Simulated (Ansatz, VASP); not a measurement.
# One calculation of TiB2, two programs

File POSCAR:

```
TiB2
1.0
    3.0292000000      0.0000000000      0.0000000000
   -1.5146000000      2.6233640000      0.0000000000
    0.0000000000      0.0000000000      3.2284000000
Ti B
1 2
Direct
    0.0000000000      0.0000000000      0.0000000000
    0.3333333333      0.6666666667      0.5000000000
    0.6666666667      0.3333333333      0.5000000000
```

Contents of INCAR.step1:

```
  ALGO = Normal
  EDIFF = 1E-4
  ENCUT = 600
  GGA = PE
  ISMEAR = 1
  LASPH = True
  LCHARG = False
  LREAL = False
  LWAVE = True
  NELM = 60
  PREC = Accurate
  SIGMA = 0.05
```

INCAR.step2

```
  ALGO = Normal
  EDIFF = 1E-6
  EDIFFG = -0.01
  ENCUT = 600
  IBRION = 2
  ISIF = 3
  ISMEAR = 1
  ISTART = 1
  IVDW = 13
  LASPH = True
  LCHARG = False
  LMIXTAU = True
  LREAL = False
  LWAVE = False
  METAGGA = R2SCAN
  NELM = 60
  NSW = 80
  PREC = Accurate
  SIGMA = 0.05
  VDW_A1 = 0.51559235
  VDW_A2 = 5.77342911
  VDW_S6 = 1.0
  VDW_S8 = 0.6018749
```

Contents of KPOINTS:

```
k-points
0
Gamma
  13 13 10
```

Input for Ansatz:

```yaml
crystal:
  lattice:
    - [3.0292, 0.0, 0.0]
    - [-1.5146, 2.623364, 0.0]
    - [0.0, 0.0, 3.2284]
  atoms:
    - { symbol: Ti, position: [0.0, 0.0, 0.0] }
    - { symbol: B, position: [0.3333333333333333, 0.6666666666666666, 0.5] }
    - { symbol: B, position: [0.6666666666666666, 0.3333333333333333, 0.5] }
kpoints:
  mp_grid:
    grid: [13, 13, 10]
hamiltonian:
  xc: r2scan
  dispersion: d4
scf:
  occupations:
    method: methfessel_paxton
    width: 0.05
relax:
  cell: {}
```

Alike in both runs: task relaxation of cell and atoms; functional r2SCAN; dispersion D4; k mesh 13 × 13 × 10; occupations methfessel-paxton of order 1, width 0.05 eV; no spin polarisation.

|  | VASP | Ansatz |
| --- | --- | --- |
| version | VASP 6.6.1 | Ansatz 0.2.0 |
| potentials or method | VASP PAW PBE potentials, release 64 (Ti_sv, B) | plane waves, PAW |
| plane-wave cutoff (eV) | 600 | 500 |
| valence electrons in the cell | 18 | 18 |

VASP gave:

| Item | Value |
| --- | --- |
| relaxed volume (Å³/atom) | 8.45 |
| relaxed cell length with the largest relative difference (Å) | 3.211 |

Estimate Ansatz's values.

relaxed volume (Å³/atom): 8.42; relaxed cell length with the largest relative difference (Å): 3.205.

VASP's potentials were made for PBE, not for r2SCAN.
